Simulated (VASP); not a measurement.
# Hg (Pm-3m) in VASP: notebook

Hg is run at these levels: r2SCAN; tasks: relaxation of cell and atoms, single point.

All numbers are computed with VASP 6.6.1; they aren't measurements. Logs are shortened: lines on timing, memory, paths and dates and some standing lists are left out, and cuts for length are marked.

### Step 1. The cell of the first run

It takes space group Pm-3m (No. 221, cubic). The conventional cell has a = 2.921 Å, b = 2.921 Å, c = 2.921 Å, α = 90.00°, β = 90.00°, γ = 90.00°. Within 3.8 Å of Hg (site symmetry m-3m) lie 6 Hg at 2.92 Å.

### Step 2. Relaxation of cell and atoms, r2SCAN

File POSCAR:

```
Hg
1.0
    2.9208326038      0.0000000000      0.0000000000
    0.0000000000      2.9208326038      0.0000000000
    0.0000000000      0.0000000000      2.9208326038
Hg
1
Direct
    0.0000000000      0.0000000000      0.0000000000
```

File INCAR.step1:

```
PREC     = Accurate       # precision mode
ENCUT    = 600            # plane-wave cutoff, eV
ISMEAR   = -1             # smearing method
SIGMA    = 0.1            # smearing width, eV
LREAL    = F              # projectors in reciprocal space
LASPH    = T              # aspherical terms in the spheres
NELM     = 60             # most SCF steps
GGA      = PE             # functional
ALGO     = Normal         # electronic algorithm
EDIFF    = 1E-4           # SCF threshold, eV
LWAVE    = T              # write WAVECAR
LCHARG   = F              # write CHGCAR
```

File INCAR.step2:

```
PREC     = Accurate       # precision mode
ENCUT    = 600            # plane-wave cutoff, eV
EDIFF    = 1E-6           # SCF threshold, eV
ISMEAR   = -1             # smearing method
SIGMA    = 0.1            # smearing width, eV
LREAL    = F              # projectors in reciprocal space
LASPH    = T              # aspherical terms in the spheres
NELM     = 60             # most SCF steps
ALGO     = Normal         # electronic algorithm
ISIF     = 3              # what is computed and relaxed
LWAVE    = F              # write WAVECAR
LCHARG   = F              # write CHGCAR
METAGGA  = R2SCAN         # meta-GGA
LMIXTAU  = T            
IBRION   = 2              # ionic algorithm
NSW      = 80             # ionic steps
EDIFFG   = -0.01          # ionic threshold
ISTART   = 1
```

File KPOINTS:

```
Automatic mesh
0
Gamma
  11 11 11
```

Potentials or basis: VASP PAW PBE potentials, release 64 (Hg).

Launch:

```sh
cat potpaw_PBE.64/Hg/POTCAR > POTCAR
cp INCAR.step1 INCAR
mpirun -np 1 vasp_std > vasp.out
cp INCAR.step2 INCAR
mpirun -np 1 vasp_std > vasp.out
```

OUTCAR:

```text
PREC = Accurate
   ENCUT = 600
   EDIFF = 1E-6
   ISMEAR = -1
   LREAL = F
   LASPH = T
   NELM = 60
   ISIF = 3
   METAGGA = R2SCAN
   IBRION = 2
   NSW = 80
   EDIFFG = -0.01
   ISTART = 1

 ion  position               nearest neighbor table
   1  0.000  0.000  0.000-

  LATTYP: Found a simple cubic cell.
 ALAT       =     2.9208326038

  Lattice vectors:

 A1 = (   2.9208326038,   0.0000000000,   0.0000000000)
 A2 = (   0.0000000000,   2.9208326038,   0.0000000000)
 A3 = (   0.0000000000,   0.0000000000,   2.9208326038)

Analysis of symmetry for initial positions (statically):
=====================================================================
 Subroutine PRICEL returns:
 Original cell was already a primitive cell.

 Routine SETGRP: Setting up the symmetry group for a
 simple cubic supercell.

 Subroutine GETGRP returns: Found 48 space group operations
 (whereof 48 operations were pure point group operations)
 out of a pool of 48 trial point group operations.

The static configuration has the point symmetry O_h .

Analysis of symmetry for dynamics (positions and initial velocities):
=====================================================================
 Subroutine PRICEL returns:
 Original cell was already a primitive cell.

 Routine SETGRP: Setting up the symmetry group for a
 simple cubic supercell.

 Subroutine GETGRP returns: Found 48 space group operations
 (whereof 48 operations were pure point group operations)
 out of a pool of 48 trial point group operations.

The dynamic configuration has the point symmetry O_h .

 Subroutine INISYM returns: Found 48 space group operations
 (whereof 48 operations are pure point group operations),
 and found     1 'primitive' translations

----------------------------------------------------------------------------------------

                                     Primitive cell

  volume of cell :      24.9184

  direct lattice vectors                    reciprocal lattice vectors
     2.920832604  0.000000000  0.000000000     0.342368131  0.000000000  0.000000000
     0.000000000  2.920832604  0.000000000     0.000000000  0.342368131  0.000000000
     0.000000000  0.000000000  2.920832604     0.000000000  0.000000000  0.342368131

  length of vectors
     2.920832604  2.920832604  2.920832604     0.342368131  0.342368131  0.342368131

[... 94 lines left out ...]
   EFERMI_NEDOS =   21; number of points for ismear=-14 and -15
   IALGO  =     38    algorithm
   IMIX   =      4    mixing-type and parameters
     AMIX     =   0.40;   BMIX     =  1.00
     AMIX_MAG =   1.60;   BMIX_MAG =  1.00
  volume/ion in A,a.u.               =      24.92       168.16
  Fermi-wavevector in a.u.,A,eV,Ry     =   1.283203  2.424901 22.403476  1.646609
  Thomas-Fermi vector in A             =   2.415469
   LORBIT       =      0    0 simple, 1 ext, 2 COOP (PROOUT), +10 PAW based schemes
   METAGGA = R2SCAN    functional components
   LHFCALC =     F    Hartree Fock is set to
   AEXX    =    0.0000 exact exchange contribution
   IVDW    =     0    specifies the selected vdW correction
   LEPSILON=     F    determine dielectric tensor
   LRPA    =     F    only Hartree local field effects (RPA)
 conjugate gradient relaxation of ions
 non-spin polarized calculation
  energy-cutoff  :      600.00
  volume of cell :       24.92
 maximum number of plane-waves:       849
 NGX is ok and might be reduce to    24
   NGX = 11   NGY = 11   NGZ = 11

--------------------------------------- Ionic step        1  -------------------------------------------

 number of electron      12.0000001 magnetization

 Free energy of the ion-electron system (eV)
  ---------------------------------------------------
  ext. energy  EPLUGINS =         0.00000000
  ---------------------------------------------------
  free energy    TOTEN  =       -49.32005926 eV

  energy without entropy =      -49.31133937  energy(sigma->0) =      -49.31569931

------------------------ aborting loop because EDIFF is reached ----------------------------------------

  FORCE on cell =-STRESS in cart. coord.  units (eV):
  Direction    XX          YY          ZZ          XY          YZ          ZX
  --------------------------------------------------------------------------------------
  -------------------------------------------------------------------------------------
  Total        0.6713206      0.6713206      0.6713206      0.0000000     -0.0000000      0.0000000
  in kB       43.1638906     43.1638906     43.1638906      0.0000000     -0.0000000      0.0000000
  external PRESSURE =      43.1638906 kB  Pullay stress =       0.0000000 kB
[... 57 lines left out ...]
--------------------------------------- Ionic step        3  -------------------------------------------

 number of electron      12.0000006 magnetization

 Free energy of the ion-electron system (eV)
  ---------------------------------------------------
  ext. energy  EPLUGINS =         0.00000000
  ---------------------------------------------------
  free energy    TOTEN  =       -49.35138297 eV

  energy without entropy =      -49.34116207  energy(sigma->0) =      -49.34627252

 E-fermi :   1.5822     XC(G=0): -10.5063

 val. band max:        1.5582439969   @ k =   0.4545   0.1818   0.0909
 cond. band min:       1.7286007045   @ k =   0.4545   0.4545   0.1818
 fundamental gap:      0.1703567077
 Fermi energy:         1.5821647311

 k-point     1 :       0.0000    0.0000    0.0000
  band No.  band energies     occupation
      1      -6.8049      2.00000
      2      -6.6846      2.00000
      3      -6.6846      2.00000
      4      -4.6495      2.00000
      5      -4.6495      2.00000
      6      -4.6495      2.00000
      7      11.9044      0.00000
      8      11.9044      0.00000
      9      11.9044      0.00000
     10      15.3497      0.00000
[... 287 lines left out ...]
 k-point    24 :       0.2727    0.0909    0.0909
  band No.  band energies     occupation
      1      -6.4436      2.00000
      2      -6.2558      2.00000
      3      -5.2346      2.00000
      4      -5.0863      2.00000
      5      -4.7300      2.00000
      6      -4.5357      2.00000
      7       5.5368      0.00000
      8      11.9154      0.00000
      9      12.3161      0.00000
     10      18.0304      0.00000

 [... further k-points ...]

------------------------ aborting loop because EDIFF is reached ----------------------------------------

  FORCE on cell =-STRESS in cart. coord.  units (eV):
  Direction    XX          YY          ZZ          XY          YZ          ZX
  --------------------------------------------------------------------------------------
  -------------------------------------------------------------------------------------
  Total       -0.0031260     -0.0031260     -0.0031260      0.0000000      0.0000000      0.0000000
  in kB       -0.1810212     -0.1810212     -0.1810212      0.0000000      0.0000000      0.0000000
  external PRESSURE =      -0.1810212 kB  Pullay stress =       0.0000000 kB
[... 16 lines left out ...]
  FREE ENERGIE OF THE ION-ELECTRON SYSTEM (eV)
  ---------------------------------------------------
  free  energy   TOTEN  =       -49.3513829699 eV

  energy  without entropy=      -49.3411620709  energy(sigma->0) =      -49.34627252

 reached required accuracy - stopping structural energy minimisation
```

OUTCAR.step1:

```text
PREC = Accurate
   ENCUT = 600
   ISMEAR = -1
   LREAL = F
   LASPH = T
   NELM = 60
[... 526 lines left out ...]

 POSITION                                       TOTAL-FORCE (eV/Angst)
 -----------------------------------------------------------------------------------
      0.00000      0.00000      0.00000         0.000000      0.000000      0.000000
 -----------------------------------------------------------------------------------
    total drift:                                0.000000      0.000000      0.000000

  FREE ENERGIE OF THE ION-ELECTRON SYSTEM (eV)
  ---------------------------------------------------
  free  energy   TOTEN  =        -0.0924709600 eV

  energy  without entropy=       -0.0835587964  energy(sigma->0) =       -0.08801488
```

OSZICAR.step1:

```text
N       E                     dE             d eps       ncg     rms          rms(c)
DAV:   1     0.784485926165E+02    0.78449E+02   -0.72023E+03  1144   0.128E+03
DAV:   2     0.101891808750E+01   -0.77430E+02   -0.74049E+02  1134   0.266E+02
DAV:   3    -0.137680528540E+00   -0.11566E+01   -0.11560E+01  1282   0.394E+01
DAV:   4    -0.138872979102E+00   -0.11925E-02   -0.11924E-02  1248   0.123E+00
DAV:   5    -0.138874760387E+00   -0.17813E-05   -0.17812E-05  1048   0.454E-02    0.416E+00
DAV:   6    -0.968220499803E-01    0.42053E-01   -0.11765E-01  1236   0.432E+00    0.303E+00
DAV:   7    -0.927252783711E-01    0.40968E-02   -0.18161E-02  1200   0.148E+00    0.125E+00
DAV:   8    -0.924537794729E-01    0.27150E-03   -0.15644E-03  1186   0.594E-01    0.568E-02
DAV:   9    -0.924709599742E-01   -0.17181E-04   -0.81622E-06   612   0.339E-02
   1 F= -.92470960E-01 E0= -.88014878E-01  d E =-.891216E-02
```

Wall time 45 s (1 thread of Intel Xeon 6975P-C (Granite Rapids), shared host); peak memory 0.16 GiB.

What came out:

```yaml
Free_energy: -49.3514 eV
Relaxed_volume: 27.67 Å³/atom
Relaxed_cell: a = 3.025 Å, b = 3.025 Å, c = 3.025 Å, α = 90.00°, β = 90.00°, γ = 90.00°
Space_group_after_relaxing_to_0.1_Å: Pm-3m (No. 221)
Energy_gained_by_relaxing: 31.3 meV/atom
Ionic_steps: 3
Pressure_after_relaxing: 0.0 GPa
Band_gap_on_the_k_mesh: zero (bands 6 and 7 overlap by 3.91 eV)
```

Step by step:
| step | energy change (eV) | largest force (eV/Å) | pressure (GPa) | volume (Å³) |
| --- | --- | --- | --- | --- |
| 1 | 0.0000 | 0.0000 | 4.32 | 24.92 |
| 2 | -0.0312 | 0.0000 | 0.23 | 27.42 |
| 3 | -0.0313 | 0.0000 | -0.02 | 27.67 |

Final structure:
```
Hg
1.0
     3.02451    0.00000    0.00000
     0.00000    3.02451    0.00000
     0.00000    0.00000    3.02451
Hg
1
Direct
  0.00000 0.00000 0.00000
```

Levels at points of the mesh, in eV from the Fermi level:
```tsv
k point	band 4	band 5	band 6	band 7	band 8	band 9
(0.00, 0.00, 0.00)	-6.23	-6.23	-6.23	10.32	10.32	10.32
```

Caveat: the PAW data sets were made with another functional, which shifts forces and pressure a little; spin-orbit coupling is left out, which moves the levels of the heavy elements.

### Step 3. Single point, r2SCAN, non-collinear spin, zero start, spin-orbit coupling

This run uses another cell than the first one, of 27.24 Å³/atom.

File POSCAR:

```
Hg
1.0
    3.0088626849      0.0000000000      0.0000000000
    0.0000000000      3.0088626849      0.0000000000
    0.0000000000      0.0000000000      3.0088626849
Hg
1
Direct
    0.0000000000      0.0000000000      0.0000000000
```

File INCAR.step1:

```
SYSTEM = Hg
PREC     = Accurate       ! precision mode
ENCUT    = 520            ! plane-wave cutoff, eV
ISMEAR   = -1             ! smearing method
SIGMA    = 0.1            ! smearing width, eV
LREAL    = .False.        ! projectors in reciprocal space
LASPH    = .True.         ! aspherical terms in the spheres
NELM     = 150            ! most SCF steps
LNONCOLLINEAR= .True.         ! non-collinear magnetism
MAGMOM   = 0 0 0          ! initial moments
LSORBIT  = .True.         ! spin-orbit coupling
GGA_COMPAT= .False.      
NBANDS   = 23             ! bands
GGA      = PE             ! functional
ALGO     = Normal         ! electronic algorithm
EDIFF    = 1E-4           ! SCF threshold, eV
LWAVE    = .True.         ! write WAVECAR
LCHARG   = .False.        ! write CHGCAR
```

File INCAR.step2:

```
SYSTEM = Hg
PREC     = Accurate       ! precision mode
ENCUT    = 520            ! plane-wave cutoff, eV
EDIFF    = 1E-7           ! SCF threshold, eV
ISMEAR   = -1             ! smearing method
SIGMA    = 0.1            ! smearing width, eV
LREAL    = .False.        ! projectors in reciprocal space
LASPH    = .True.         ! aspherical terms in the spheres
NELM     = 150            ! most SCF steps
ALGO     = Normal         ! electronic algorithm
ISIF     = 2              ! what is computed and relaxed
LWAVE    = .False.        ! write WAVECAR
LCHARG   = .False.        ! write CHGCAR
LNONCOLLINEAR= .True.         ! non-collinear magnetism
MAGMOM   = 0 0 0          ! initial moments
LORBIT   = 11             ! projections on sites
LSORBIT  = .True.         ! spin-orbit coupling
GGA_COMPAT= .False.      
LORBMOM  = .True.       
METAGGA  = R2SCAN         ! meta-GGA
LMIXTAU  = .True.       
NBANDS   = 23             ! bands
ISTART   = 1
```

File KPOINTS:

```
regular mesh
0
Gamma
  10 10 10
  0 0 0
```

Potentials or basis: VASP PAW PBE potentials, release 64 (Hg).

Launch:

```sh
cat potpaw_PBE.64/Hg/POTCAR > POTCAR
cp INCAR.step1 INCAR
mpirun -np 1 vasp_ncl > vasp.out
cp INCAR.step2 INCAR
mpirun -np 1 vasp_ncl > vasp.out
```

Run time: 1.8 min. Hardware: 1 thread of Intel Xeon 6975P-C (Granite Rapids), shared host; peak memory 0.25 GiB.

It converged, with:

```yaml
Free_energy: -49.6138 eV
Pressure: -0.3 GPa
Net_moment: 0.00 μB per cell
Valence_electrons_inside_the_program's_atomic_spheres: Hg 10.48
```

Moments on the atoms (μB; x, y, z):
```
Hg  0.00 0.00 0.00
```

Caveat: the PAW data sets were made with another functional, which shifts forces and pressure a little.

The gap in the log of VASP goes by the Fermi energy; the results here count the filled bands.